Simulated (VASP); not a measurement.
# ZnSb2C (P-4m2) in VASP: settings compared, part 2 of 2

VASP 6.6.1. Earlier steps stand in the parts before.

### Step 3. Single point, PBE (volume changed by +6%)

Contents of INCAR:

```
SYSTEM = ZnSb2C
PREC = Accurate
ENCUT = 520
EDIFF = 1E-6
ISMEAR = -1
SIGMA = 0.02
LREAL = .FALSE.
LASPH = .TRUE.
NELM = 60
ALGO = Normal
ISIF = 2
LWAVE = .FALSE.
LCHARG = .TRUE.
GGA = PE
LELF = .TRUE.
LVHAR = .TRUE.
NBANDS = 36
```

Contents of KPOINTS:

```
Automatic mesh
0
G
  6 6 2
  0 0 0
```

Contents of POSCAR:

```
ZnSb2C
1.0
    3.9825821529      0.0000000000      0.0000000000
    0.0000000000      3.9825821529      0.0000000000
    0.0000000000      0.0000000000     12.0337108638
Zn Sb C
2 4 2
Direct
    0.5000000000      0.0000000000      0.8547331895
    0.0000000000      0.5000000000      0.1452668105
    0.5000000000      0.5000000000      0.0000000000
    0.0000000000      0.0000000000      0.2974351206
    0.5000000000      0.5000000000      0.5000000000
    0.0000000000      0.0000000000      0.7025648794
    0.5000000000      0.0000000000      0.4011644414
    0.0000000000      0.5000000000      0.5988355586
```

Potentials or basis: VASP PAW PBE potentials, release 64 (Zn, Sb, C).

The run is started by

```bash
$ cat potpaw_PBE.64/Zn/POTCAR potpaw_PBE.64/Sb/POTCAR potpaw_PBE.64/C/POTCAR > POTCAR
$ mpirun -np 1 vasp_std > vasp.out
```

Run time: 5.1 min. Hardware: 1 thread of Oxide Virtual Turin-like, shared host; peak memory 0.3 GiB.

Results (log left out):

- Free energy: -31.2826 eV
- Pressure: -3.3 GPa
- Largest force: 0.121 eV/Å
- Band gap on the k mesh: zero (band 26 reaches 5.06 eV, above the bottom of band 27 at 4.85 eV)

Forces in eV/Å, atoms in the order of the input:
```
Zn   0.000  0.000  0.039
Zn   0.000  0.000 -0.039
Sb   0.000  0.000  0.000
Sb   0.000  0.000  0.121
Sb   0.000  0.000  0.000
Sb   0.000  0.000 -0.121
C    0.000  0.000 -0.065
C    0.000  0.000  0.065
```

Stress tensor (GPa, compression positive):
```
-3.38  0.00  0.00
 0.00 -3.38  0.00
 0.00  0.00 -3.07
```

Levels at points of the mesh, in eV from the Fermi level:
```
           k point  band 22  band 23  band 24  band 25  band 26  band 27  band 28  band 29  band 30  band 31
(0.00, 0.00, 0.00)    -1.42    -1.07    -0.43    -0.30    -0.21    -0.21     0.74     0.92     0.92     2.73
(0.50, 0.00, 0.00)    -3.32    -1.84    -1.66    -0.95    -0.59     0.29     0.89     1.97     2.04     3.19
(0.50, 0.50, 0.00)    -3.72    -2.98    -2.60    -2.60    -1.87     0.68     0.68     1.30     1.45     3.04
(0.00, 0.00, 0.50)    -2.42    -0.46    -0.41    -0.09    -0.09     0.16     0.16     0.70     0.70     3.01
(0.50, 0.00, 0.50)    -3.16    -2.54    -2.45    -0.44    -0.16     0.29     0.89     1.66     1.72     3.26
(0.50, 0.50, 0.50)    -3.65    -3.08    -2.70    -2.70    -1.92     1.24     1.24     1.65     1.88     2.06
```

Caveat: spin-orbit coupling is left out, which moves the levels of the heavy elements.

### Step 4. Single point, r2SCAN (volume changed by -6%)

Contents of POSCAR:

```
ZnSb2C
1.0
    3.8077034504      0.0000000000      0.0000000000
    0.0000000000      3.8077034504      0.0000000000
    0.0000000000      0.0000000000     11.3317811118
Zn Sb C
2 4 2
Direct
    0.5000000000      0.0000000000      0.8557296162
    0.0000000000      0.5000000000      0.1442703838
    0.5000000000      0.5000000000      0.0000000000
    0.0000000000      0.0000000000      0.2952199251
    0.5000000000      0.5000000000      0.5000000000
    0.0000000000      0.0000000000      0.7047800749
    0.5000000000      0.0000000000      0.4011801944
    0.0000000000      0.5000000000      0.5988198056
```

Contents of INCAR.step1:

```
ALGO = Normal
EDIFF = 1E-4
ENCUT = 520
GGA = PE
ISMEAR = -1
LASPH = T
LCHARG = F
LREAL = F
LWAVE = T
NBANDS = 36
NELM = 100
PREC = Accurate
SIGMA = 0.02
```

Contents of INCAR.step2:

```
ALGO = Normal
EDIFF = 1E-6
ENCUT = 520
ISIF = 2
ISMEAR = -1
ISTART = 1
LASPH = T
LCHARG = T
LELF = T
LMIXTAU = T
LREAL = F
LVHAR = T
LWAVE = F
METAGGA = R2SCAN
NBANDS = 36
NELM = 100
PREC = Accurate
SIGMA = 0.02
```

Contents of KPOINTS:

```
k-points
0
Gamma
  6 6 2
```

Potentials or basis: VASP PAW PBE potentials, release 64 (Zn, Sb, C).

The run is started by

```bash
$ cat potpaw_PBE.64/Zn/POTCAR potpaw_PBE.64/Sb/POTCAR potpaw_PBE.64/C/POTCAR > POTCAR
$ cp INCAR.step1 INCAR
$ mpirun -np 1 vasp_std > vasp.out
$ cp INCAR.step2 INCAR
$ mpirun -np 1 vasp_std > vasp.out
```

OUTCAR:

```text
EDIFF = 1E-6
   ENCUT = 520
   ISIF = 2
   ISMEAR = -1
   ISTART = 1
   LASPH = T
   LREAL = F
   METAGGA = R2SCAN
   NELM = 100
   PREC = Accurate

 ion  position               nearest neighbor table
   1  0.500  0.000  0.856-   3 2.51   3 2.51   6 2.56   6 2.56
   2  0.000  0.500  0.144-   3 2.51   3 2.51   4 2.56   4 2.56
   3  0.500  0.500  0.000-   1 2.51   2 2.51   1 2.51   2 2.51
   4  0.000  0.000  0.295-   7 2.25   7 2.25   2 2.56   2 2.56   5 3.55   5 3.55   5 3.55   5 3.55

   5  0.500  0.500  0.500-   7 2.21   8 2.21   7 2.21   8 2.21   4 3.55   6 3.55   4 3.55   4 3.55
[... 989 lines left out ...]
  Total        5.7448228      5.7448228      5.3904686      0.0000000      0.0000000      0.0000000
  in kB       56.0225415     56.0225415     52.5669391      0.0000000      0.0000000      0.0000000
  external PRESSURE =      54.8706740 kB  Pullay stress =       0.0000000 kB

 VOLUME and BASIS-vectors are now :
 -----------------------------------------------------------------------------
  energy-cutoff  :      520.00
  volume of cell :      164.30
      direct lattice vectors                 reciprocal lattice vectors
     3.807703450  0.000000000  0.000000000     0.262625494  0.000000000  0.000000000
     0.000000000  3.807703450  0.000000000     0.000000000  0.262625494  0.000000000
     0.000000000  0.000000000 11.331781112     0.000000000  0.000000000  0.088247381

 POSITION                                       TOTAL-FORCE (eV/Angst)
 -----------------------------------------------------------------------------------
      1.90385      0.00000      9.69694        -0.000000     -0.000000     -0.086529
      0.00000      1.90385      1.63484        -0.000000      0.000000      0.086529
      1.90385      1.90385      0.00000         0.000000      0.000000      0.000000
      0.00000      0.00000      3.34537        -0.000000      0.000000     -0.201006
      1.90385      1.90385      5.66589        -0.000000     -0.000000      0.000000
      0.00000      0.00000      7.98641        -0.000000      0.000000      0.201006
      1.90385      0.00000      4.54609        -0.000000      0.000000      0.070755
      0.00000      1.90385      6.78569        -0.000000      0.000000     -0.070755
 -----------------------------------------------------------------------------------
    total drift:                                0.000000     -0.000000      0.000000

  FREE ENERGIE OF THE ION-ELECTRON SYSTEM (eV)
  ---------------------------------------------------
  free  energy   TOTEN  =      -134.5702948195 eV

  energy  without entropy=     -134.5659055094  energy(sigma->0) =     -134.56810016
```

It took 16 min on 1 thread of Oxide Virtual Turin-like, shared host; peak memory 0.29 GiB.

Results:

* Free energy: -134.5703 eV
* Pressure: 5.5 GPa
* Largest force: 0.201 eV/Å
* Band gap on the k mesh: zero (band 26 reaches 6.59 eV, above the bottom of band 27 at 6.31 eV)

Forces on the atoms (eV/Å):
```
Zn   0.000  0.000 -0.087
Zn   0.000  0.000  0.087
Sb   0.000  0.000  0.000
Sb   0.000  0.000 -0.201
Sb   0.000  0.000  0.000
Sb   0.000  0.000  0.201
C    0.000  0.000  0.071
C    0.000  0.000 -0.071
```

Stress tensor (GPa, compression positive):
```
5.60 0.00 0.00
0.00 5.60 0.00
0.00 0.00 5.26
```

Caveat: the PAW data sets were made with another functional, which shifts forces and pressure a little; spin-orbit coupling is left out, which moves the levels of the heavy elements.

### Step 5. Overview

```tsv
level	cell	gap on the mesh (eV)	pressure (GPa)	largest force (eV/Å)
PBE	a = 3.945, b = 3.945, c = 11.919 Å, 8 atoms	none	-1.7	0.06
PBE	a = 3.983, b = 3.983, c = 12.034 Å, 8 atoms	none	-3.3	0.12
r2SCAN	a = 3.808, b = 3.808, c = 11.332 Å, 8 atoms	none	5.5	0.20
```

Alike in all rows: task single point; potentials or basis VASP PAW PBE potentials, release 64 (Zn, Sb, C); no spin polarisation; k mesh 6 × 6 × 2; cutoff (eV) 520; smearing fermi-dirac 0.02 eV.

Caveats: spin-orbit coupling is left out, which moves the levels of the heavy elements; the PAW data sets were made with another functional, which shifts forces and pressure a little (some runs).

Absolute energies hang on the potentials; compare differences alone.
